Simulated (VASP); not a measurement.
Crystal: BaTiO3.

```xyz
5
Lattice="3.9998 0.0000 0.0000 0.0000 3.9998 0.0000 0.0000 0.0000 4.0180" Properties=species:S:1:pos:R:3 pbc="T T T"
Ba    0.0000    0.0000    0.0000
Ti    1.9999    1.9999    1.9688
O     0.0000    1.9999    2.0773
O     1.9999    0.0000    2.0773
O     1.9999    1.9999    0.0763
```

Base run:

```yaml
Program: VASP 6.6.1
Functional: PBEsol
Dispersion: D3(BJ)
Potentials_or_basis: VASP PAW PBE potentials, release 64 (Ba_sv, Ti_sv, O)
Cutoff: 520 eV
k_mesh: 7 × 7 × 7
Occupations: fermi-dirac, width 0.05 eV
Spin: no spin polarisation
```

Its results: band gap on the k mesh 1.82 eV, indirect (least direct gap 2.02 eV); pressure -5.4 GPa; largest force 0.323 eV/Å.

Task: The run is repeated on the same cell with these changes: functional from PBEsol to PBE. What comes out?

Result: Band gap on the k mesh 1.87 eV, indirect (least direct gap 2.06 eV); pressure 0.8 GPa; largest force 0.275 eV/Å.

PBE binds less tightly than PBEsol, so the same cell stands under more pressure.

Caveats: spin-orbit coupling is left out, which moves the levels of the heavy elements; three body term missing (some runs); the PAW data sets were made with another functional, which shifts forces and pressure a little (some runs).

A k mesh can miss the band edges.
